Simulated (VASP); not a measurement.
Runs of VASP 6.6.1 on Pd. The structure is that of space group Fm-3m (No. 225), or close to it. The cells are those of the table. 

| task | cell | gap on the mesh (eV) | pressure (GPa) |
| --- | --- | --- | --- |
| single point | a = 2.642 Å, angles 60.0°, 1 atom | none | (a) |
| single point | a = 2.740 Å, angles 60.0°, 1 atom | none | -0.3 |
| single point | a = 2.684 Å, angles 60.0°, 1 atom | none | 14.7 |
| relaxation of cell and atoms | relaxed to 45 GPa from a = 2.751 Å, angles 60.0°, 1 atom | none | 45.3 |
| relaxation of cell and atoms | relaxed from a = 2.751 Å, angles 60.0°, 1 atom | none | 0.0 |

Alike in all rows: level PBEsol; potentials or basis VASP PAW PBE potentials, release 64 (Pd); no spin polarisation; k mesh 10 × 10 × 10; cutoff (eV) 500; smearing fermi-dirac 0.05 eV.

Problem. Estimate the missing entries.

Solution. (a) 29.6.

Caveats: the PAW data sets were made with another functional, which shifts forces and pressure a little; the cell stands under pressure (at least some runs); the cell is relaxed towards a set pressure, so the run minimises the enthalpy, not the energy (at least some runs).

A k mesh can miss the band edges, and the runs leave out spin-orbit coupling on Pd.

A gap of «none» marks levels without a gap at the run's occupations.
